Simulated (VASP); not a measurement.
Runs of VASP 6.6.1 on Mo. The structure is that of space group Fm-3m (No. 225), or close to it. The cells are those of the table. 

| task | cell | k mesh | cutoff (eV) | gap on the mesh (eV) | pressure (GPa) |
| --- | --- | --- | --- | --- | --- |
| single point | a = 2.867 Å, angles 60.0°, 1 atom | 14 × 14 × 14 | 520 | none | 0.8 |
| single point | a = 2.867 Å, angles 60.0°, 1 atom | 22 × 22 × 22 | 520 | none | 0.9 |
| single point | a = 2.942 Å, angles 60.0°, 1 atom | 15 × 15 × 15 | 520 | none | -13.2 |
| single point | a = 2.748 Å, angles 60.0°, 1 atom | 15 × 15 × 15 | 520 | none | (a) |
| single point | a = 2.829 Å, angles 60.0°, 1 atom | 15 × 15 × 15 | 520 | none | 10.8 |
| single point | a = 2.867 Å, angles 60.0°, 1 atom | 15 × 15 × 15 | 520 | none | 1.1 |
| single point | a = 2.905 Å, angles 60.0°, 1 atom | 15 × 15 × 15 | 520 | none | (b) |
| single point | a = 2.978 Å, angles 60.0°, 1 atom | 15 × 15 × 15 | 520 | none | (c) |
| single point | a = 2.789 Å, angles 60.0°, 1 atom | 15 × 15 × 15 | 520 | none | 22.7 |
| relaxation of cell and atoms | relaxed from a = 2.804 Å, angles 60.0°, 1 atom | 14 × 14 × 14 | 600 | none | -0.1 |

Alike in all rows: level BLYP; potentials or basis VASP PAW PBE potentials, release 64 (Mo_sv); no spin polarisation; smearing fermi-dirac 0.1 eV.

Q: Fill in the values left out.

A: (a) 37.3; (b) -6.8; (c) -18.4.

Caveats: the PAW data sets were made with another functional, which shifts forces and pressure a little.

A k mesh can miss the band edges, and the runs leave out spin-orbit coupling on Mo.

A gap of «none» marks levels without a gap at the run's occupations.
